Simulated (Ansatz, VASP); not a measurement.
One calculation of Ga2O3, two programs

```
Ga O
1.0
     5.05795    2.92021    9.08262
    -5.05795    2.92021    9.08262
     0.00000   -5.84042    9.08262
Ga O
32 48
Direct
  0.42802 0.42756 0.42788
  0.32225 0.32174 0.32210
  0.07226 0.07174 0.07209
  0.17803 0.17756 0.17787
  0.42804 0.42754 0.92789
  0.32226 0.32176 0.82209
  0.07225 0.07176 0.57208
  0.17802 0.17754 0.67788
  0.42804 0.92753 0.42789
  0.32226 0.82177 0.32207
  0.07225 0.57176 0.07207
  0.17803 0.67753 0.17789
  0.42805 0.92754 0.92786
  0.32224 0.82175 0.82210
  0.07224 0.57176 0.57211
  0.17805 0.67755 0.67787
  0.92803 0.42755 0.42785
  0.82223 0.32174 0.32210
  0.57224 0.07175 0.07210
  0.67804 0.17754 0.17787
  0.92804 0.42753 0.92789
  0.82225 0.32177 0.82208
  0.57224 0.07177 0.57208
  0.67804 0.17753 0.67789
  0.92804 0.92754 0.42789
  0.82225 0.82176 0.32209
  0.57223 0.57175 0.07208
  0.67803 0.67753 0.17787
  0.92803 0.92754 0.92788
  0.82225 0.82174 0.82210
  0.57226 0.57174 0.57209
  0.67803 0.67756 0.67788
  0.37514 0.22278 0.02687
  0.22327 0.02653 0.37497
  0.02701 0.37466 0.22309
  0.12513 0.27653 0.47310
  0.47327 0.12463 0.27687
  0.27702 0.47276 0.12500
  0.37513 0.22277 0.52687
  0.22326 0.02653 0.87498
  0.02703 0.37465 0.72311
  0.12515 0.27653 0.97310
  0.47327 0.12465 0.77686
  0.27703 0.47277 0.62499
  0.37513 0.72277 0.02687
  0.22325 0.52653 0.37500
  0.02703 0.87464 0.22312
  0.12515 0.77653 0.47310
  0.47325 0.62466 0.27685
  0.27703 0.97278 0.12497
  0.37516 0.72276 0.52686
  0.22328 0.52654 0.87498
  0.02703 0.87465 0.72310
  0.12514 0.77653 0.97310
  0.47327 0.62465 0.77687
  0.27702 0.97277 0.62498
  0.87515 0.22277 0.02686
  0.72326 0.02653 0.37498
  0.52701 0.37464 0.22310
  0.62512 0.27653 0.47310
  0.97326 0.12464 0.27686
  0.77701 0.47275 0.12499
  0.87514 0.22276 0.52685
  0.72327 0.02652 0.87500
  0.52704 0.37463 0.72311
  0.62515 0.27653 0.97310
  0.97326 0.12466 0.77686
  0.77703 0.47277 0.62496
  0.87514 0.72276 0.02687
  0.72325 0.52652 0.37498
  0.52703 0.87464 0.22310
  0.62515 0.77653 0.47311
  0.97325 0.62466 0.27686
  0.77702 0.97277 0.12499
  0.87514 0.72278 0.52688
  0.72326 0.52653 0.87498
  0.52703 0.87466 0.72311
  0.62515 0.77652 0.97310
  0.97327 0.62464 0.77688
  0.77703 0.97277 0.62499
```

Alike in both runs: functional PBE; k mesh 1 × 1 × 1; occupations fermi-dirac, width 0.01 eV; no spin polarisation.

Ansatz relaxed the structure, and its values are those at the end. VASP's run is a single point on that final structure, the one shown.

|  | VASP | Ansatz |
| --- | --- | --- |
| version | VASP 6.6.1 | Ansatz 0.2.0 |
| potentials or method | VASP PAW PBE potentials, release 64 (Ga_d, O), cutoff 520 eV | plane-wave PAW DFT |
| valence electrons in the cell | 704 | 704 |

```csv
,VASP,Ansatz,Ansatz less VASP
rms of the force components (eV/Å),0.004,0.000,-0.0033
```

With one functional, cell and mesh, what is left measures potentials, basis and numerics.

The k mesh is coarse, so the values compare programs but aren't converged.
